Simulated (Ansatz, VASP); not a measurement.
# HfO2 in VASP and in Ansatz

The input INCAR:

```
SYSTEM = HfO2
PREC = Accurate
ENCUT = 520
EDIFF = 1E-7
ISMEAR = 0
SIGMA = 0.05
LREAL = .FALSE.
LASPH = .TRUE.
NELM = 100
ALGO = Normal
ISIF = 2
LWAVE = .FALSE.
LCHARG = .TRUE.
GGA = PE
LELF = .TRUE.
LVHAR = .TRUE.
NBANDS = 31
```

Contents of KPOINTS:

```
regular mesh
0
G
  6 6 4
  0 0 0
```

POSCAR

```
HfO2
1.0
    3.6043047840      0.0000000000      0.0000000000
    0.0000000000      3.6043047840      0.0000000000
    0.0000000000      0.0000000000      5.9545997681
Hf O
2 4
Direct
    0.5000000000      0.5000000000      0.5000000000
    0.0000000000      0.0000000000      0.0000000000
    0.0000000000      0.5000000000      0.6932520948
    0.5000000000      0.0000000000      0.8067479052
    0.5000000000      0.0000000000      0.3067479052
    0.0000000000      0.5000000000      0.1932520948
```

Input for Ansatz:

```yaml
crystal:
  lattice:
    - [3.604304784, 0.0, 0.0]
    - [0.0, 3.604304784, 0.0]
    - [0.0, 0.0, 5.9545997681]
  atoms:
    - { symbol: Hf, position: [0.5, 0.5, 0.5] }
    - { symbol: Hf, position: [0.0, 0.0, 0.0] }
    - { symbol: O, position: [0.0, 0.5, 0.6932520948] }
    - { symbol: O, position: [0.5, 0.0, 0.8067479052] }
    - { symbol: O, position: [0.5, 0.0, 0.3067479052] }
    - { symbol: O, position: [0.0, 0.5, 0.1932520948] }
basis:
  ecutwfc: 420
kpoints:
  mp_grid: { grid: [6, 6, 4] }
hamiltonian:
  xc: pbe
scf:
  occupations: { method: gaussian, width: 0.05 }
output:
  forces: true
  stress: true
  eigenvalues: true
```

Change from the starting cell: strain +0.1312 x Voigt [0, 0, 1, 0, 0, 0], atoms carried along.

Alike in both runs: task single point; functional PBE; k mesh 6 × 6 × 4; occupations gaussian, width 0.05 eV; no spin polarisation.

|  | VASP | Ansatz |
| --- | --- | --- |
| version | VASP 6.6.1 | Ansatz 0.2.0 |
| potentials or method | VASP PAW PBE potentials, release 64 (Hf_pv, O), cutoff 520 eV | scalar-relativistic, plane waves, PAW |
| valence electrons in the cell | 44 | 76 |

Ansatz gave:

* gap on the k mesh at the Fermi level (eV): 3.88
* least direct gap on the mesh (eV): 3.90
* pressure (GPa): -20.0
* traceless stress, the component that is largest in VASP (GPa): -18.78
* rms of the force components (eV/Å): 0.657

Estimate VASP's values.

gap on the k mesh at the Fermi level (eV): 3.84; least direct gap on the mesh (eV): 3.86; pressure (GPa): -22.3; traceless stress, the component that is largest in VASP (GPa): -18.91; rms of the force components (eV/Å): 0.689.

Atom by atom the forces differ by 0.033 eV/Å (rms over components). VASP's potentials hold 44 valence electrons a cell and Ansatz's 76, so a difference there can come from the potentials and not from the codes.

Neither program's run includes spin-orbit coupling.
